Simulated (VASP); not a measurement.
# WSeS in VASP: single point with LDA

Aim: the single point of WSeS with LDA.

Everything below comes from runs of VASP 6.6.1. Logs are shortened: lines on timing, memory, paths and dates and some standing lists are left out, and cuts for length are marked.

### 1 The cell of the first run

The cell holds a sheet with vacuum, 3 atoms: a = 3.186 Å, b = 3.186 Å, c = 30.200 Å, α = 90.00°, β = 90.00°, γ = 120.00°.

### 2 Single point, LDA

Contents of INCAR:

```
SYSTEM = WSeS
PREC = Accurate ; ENCUT = 400
EDIFF = 1E-6 ; ISMEAR = 0
SIGMA = 0.03 ; LREAL = .False.
LASPH = .True. ; NELM = 120
ALGO = Normal ; ISIF = 2
LWAVE = .False. ; LCHARG = .False.
LDIPOL = .True. ; IDIPOL = 3
DIPOL = 0.5 0.5 0.284 ; NBANDS = 20
GGA_COMPAT = .False. ; NELMDL = -8
```

Contents of KPOINTS:

```
regular mesh
0
Gamma
  12 12 1
  0 0 0
```

Contents of POSCAR:

```
WSeS
1.0
    3.1856142160      0.0000000000      0.0000000000
   -1.5928071080      2.7588228377      0.0000000000
    0.0000000000      0.0000000000     30.1999999990
S W Se
1 1 1
Direct
    0.6666666667      0.3333333333      0.2315418570
    0.3333333333      0.6666666667      0.2821058814
    0.6666666667      0.3333333333      0.3383390166
```

Potentials or basis: VASP PAW LDA potentials, release 64 (S, W_sv, Se).

Run with:

```console
cat potpaw_LDA.64/S/POTCAR potpaw_LDA.64/W_sv/POTCAR potpaw_LDA.64/Se/POTCAR > POTCAR
mpirun -np 1 vasp_std > vasp.out
```

OUTCAR:

```text
SYSTEM = WSeS
   PREC = Accurate
   ENCUT = 400
   EDIFF = 1E-6
   ISMEAR = 0
   LREAL = .False.
   LASPH = .True.
   NELM = 120
   ISIF = 2
   NELMDL = -8

 ion  position               nearest neighbor table
   1  0.667  0.333  0.232-   2 2.39   2 2.39   2 2.39
   2  0.333  0.667  0.282-   1 2.39   1 2.39   1 2.39   3 2.50   3 2.50   3 2.50
   3  0.667  0.333  0.338-   2 2.50   2 2.50   2 2.50

  LATTYP: Found a hexagonal cell.
 ALAT       =     3.1856142160
 C/A-ratio  =     9.4801184171

  Lattice vectors:

 A1 = (   3.1856142160,   0.0000000000,   0.0000000000)
 A2 = (  -1.5928071080,   2.7588228377,   0.0000000000)
 A3 = (   0.0000000000,   0.0000000000,  30.1999999990)

Analysis of symmetry for initial positions (statically):
=====================================================================
 Subroutine PRICEL returns:
 Original cell was already a primitive cell.

 Routine SETGRP: Setting up the symmetry group for a
 hexagonal supercell.

 Subroutine GETGRP returns: Found  6 space group operations
 (whereof  6 operations were pure point group operations)
 out of a pool of 24 trial point group operations.

The static configuration has the point symmetry C_3v.

Analysis of symmetry for dynamics (positions and initial velocities):
=====================================================================
 Subroutine PRICEL returns:
 Original cell was already a primitive cell.

 Routine SETGRP: Setting up the symmetry group for a
 hexagonal supercell.

 Subroutine GETGRP returns: Found  6 space group operations
 (whereof  6 operations were pure point group operations)
 out of a pool of 24 trial point group operations.

The dynamic configuration has the point symmetry C_3v.

 Subroutine INISYM returns: Found  6 space group operations
 (whereof  6 operations are pure point group operations),
 and found     1 'primitive' translations

----------------------------------------------------------------------------------------

                                     Primitive cell

  volume of cell :     265.4141

  direct lattice vectors                    reciprocal lattice vectors
     3.185614216  0.000000000  0.000000000     0.313911206  0.181236719  0.000000000
    -1.592807108  2.758822838  0.000000000     0.000000000  0.362473438  0.000000000
     0.000000000  0.000000000 30.199999999     0.000000000  0.000000000  0.033112583

  length of vectors
[... 82 lines left out ...]
   IBRION =     -1    ionic relax: 0-MD 1-quasi-New 2-CG
   NFREE  =      0    steps in history (QN), initial steepest desc. (CG)
   ISIF   =      2    stress and relaxation
   ISYM   =      2    0-nonsym 1-usesym 2-fastsym
   POTIM  = 0.5000    time-step for ionic-motion
   TEBEG  =    0.0;   TEEND  =   0.0 temperature during run
   PSTRESS=    0.0 pullay stress
   NELECT =      26.0000    total number of electrons
   NUPDOWN=      -1.0000    fix difference up-down
   EMIN   =  10.00;   EMAX   =-10.00  energy-range for DOS
   EFERMI =   0.00;   METHOD = LEGACY
   ISMEAR =     0;   SIGMA  =   0.03  broadening in eV -4-tet -1-fermi 0-gaus
   EFERMI_NEDOS =   21; number of points for ismear=-14 and -15
   IALGO  =     38    algorithm
   IMIX   =      4    mixing-type and parameters
     AMIX     =   0.40;   BMIX     =  1.00
     AMIX_MAG =   1.60;   BMIX_MAG =  1.00
  volume/ion in A,a.u.               =      88.47       597.03
  Fermi-wavevector in a.u.,A,eV,Ry     =   0.754672  1.426122  7.748914  0.569529
  Thomas-Fermi vector in A             =   1.852392
   LORBIT       =      0    0 simple, 1 ext, 2 COOP (PROOUT), +10 PAW based schemes
   GGA     = CA    functional components
   LHFCALC =     F    Hartree Fock is set to
   AEXX    =    0.0000 exact exchange contribution
   IVDW    =     0    specifies the selected vdW correction
   LEPSILON=     F    determine dielectric tensor
   LRPA    =     F    only Hartree local field effects (RPA)
 non-spin polarized calculation
 Gauss-broadening in eV      SIGMA  =   0.03
  energy-cutoff  :      400.00
  volume of cell :      265.41
 maximum number of plane-waves:      4859
 NGX is ok and might be reduce to    24
   NGX = 11   NGY = 11   NGZ = 99

 number of electron      25.9999999 magnetization

 dipolmoment           0.000000      0.000000     -0.032749 electrons x Angstroem

 Free energy of the ion-electron system (eV)
  ---------------------------------------------------
  ext. energy  EPLUGINS =         0.00000000
  ---------------------------------------------------
  free energy    TOTEN  =       -25.10998372 eV

  energy without entropy =      -25.10998372  energy(sigma->0) =      -25.10998372

 E-fermi :  -2.8089     XC(G=0):  -2.7162

 val. band max:       -3.1243458133   @ k =   0.3333   0.3333   0.0000
 cond. band min:      -1.2890488901   @ k =   0.1667   0.1667   0.0000
 fundamental gap:      1.8352969232
 Fermi energy:        -2.8088837342

 k-point     1 :       0.0000    0.0000    0.0000
  band No.  band energies     occupation
      1     -76.5523      2.00000
      2     -41.1115      2.00000
      3     -40.9087      2.00000
      4     -40.9087      2.00000
      5     -18.0984      2.00000
      6     -16.4641      2.00000
[... 426 lines left out ...]
     19       3.8612      0.00000
     20       6.0040      0.00000

------------------------ aborting loop because EDIFF is reached ----------------------------------------

 vacuum level on the upper side and lower side of the slab       (xc-potential included)        -0.338         0.323

  FORCE on cell =-STRESS in cart. coord.  units (eV):
  Direction    XX          YY          ZZ          XY          YZ          ZX
  --------------------------------------------------------------------------------------
  -------------------------------------------------------------------------------------
  Total        0.1888658      0.1888658      0.2295948      0.0000000     -0.0000000      0.0000000
  in kB        1.1400925      1.1400925      1.3859537      0.0000000     -0.0000000      0.0000000
  external PRESSURE =       1.2220462 kB  Pullay stress =       0.0000000 kB

 VOLUME and BASIS-vectors are now :
 -----------------------------------------------------------------------------
  energy-cutoff  :      400.00
  volume of cell :      265.41
      direct lattice vectors                 reciprocal lattice vectors
     3.185614216  0.000000000  0.000000000     0.313911206  0.181236719  0.000000000
    -1.592807108  2.758822838  0.000000000     0.000000000  0.362473438  0.000000000
     0.000000000  0.000000000 30.199999999     0.000000000  0.000000000  0.033112583

 POSITION                                       TOTAL-FORCE (eV/Angst)
 -----------------------------------------------------------------------------------
      1.59281      0.91961      6.99256         0.000000      0.000000     -0.047814
     -0.00000      1.83922      8.51960        -0.000000      0.000000     -0.059777
      1.59281      0.91961     10.21784        -0.000000     -0.000000      0.107590
 -----------------------------------------------------------------------------------
    total drift:                               -0.000000      0.000000     -0.000258

  FREE ENERGIE OF THE ION-ELECTRON SYSTEM (eV)
  ---------------------------------------------------
  free  energy   TOTEN  =       -25.1099837162 eV

  energy  without entropy=      -25.1099837162  energy(sigma->0) =      -25.10998372

 vacuum level on the upper side and lower side of the slab         2.210         2.885
```

Run time: 1.8 min. Hardware: 1 thread of AMD EPYC 7R13 (Zen 3), shared host; peak memory 0.27 GiB.

What came out:

```yaml
Free_energy: -25.1100 eV
Largest_force: 0.108 eV/Å
Band_gap_on_the_k_mesh: 1.84 eV (least direct gap 1.89 eV)
```

Forces in eV/Å, atoms in the order of the input:
```
S    0.000  0.000 -0.048
W    0.000  0.000 -0.060
Se   0.000  0.000  0.108
```

Caveat: spin-orbit coupling is left out, which moves the levels of the heavy elements.
